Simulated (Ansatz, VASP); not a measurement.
One calculation of BN, two programs

```
CELL_PARAMETERS angstrom
0.00000 1.78943 1.80750
1.78943 0.00000 1.80750
1.78943 1.78943 0.00000
ATOMIC_POSITIONS crystal
B 0.00000 0.00000 0.00000
N 0.75000 0.75000 0.75000
```

Change from the starting cell: equal xx and yy strain of -1 %.

Alike in both runs: task single point; functional LDA; k mesh 11 × 11 × 11; occupations fermi-dirac, width 0.02 eV; no spin polarisation.

|  | VASP | Ansatz |
| --- | --- | --- |
| version | VASP 6.6.1 | Ansatz 0.2.0 |
| potentials or method | VASP PAW LDA potentials, release 64 (B, N), cutoff 520 eV | all-electron LAPW, scalar-relativistic |

|  | VASP | Ansatz | Ansatz less VASP |
| --- | --- | --- | --- |
| gap on the k mesh at the Fermi level (eV) | 4.38 | 4.39 | +0.010 |
| pressure (GPa) | -2.5 | -3.3 | -0.82 |
| traceless stress, the component that is largest in VASP (GPa) | -4.26 | -4.27 | -0.008 |

LDA's correlation is that of Perdew and Zunger in VASP and of Perdew and Wang (1992) in Ansatz. Ansatz ran all-electron here, and VASP with PAW potentials.
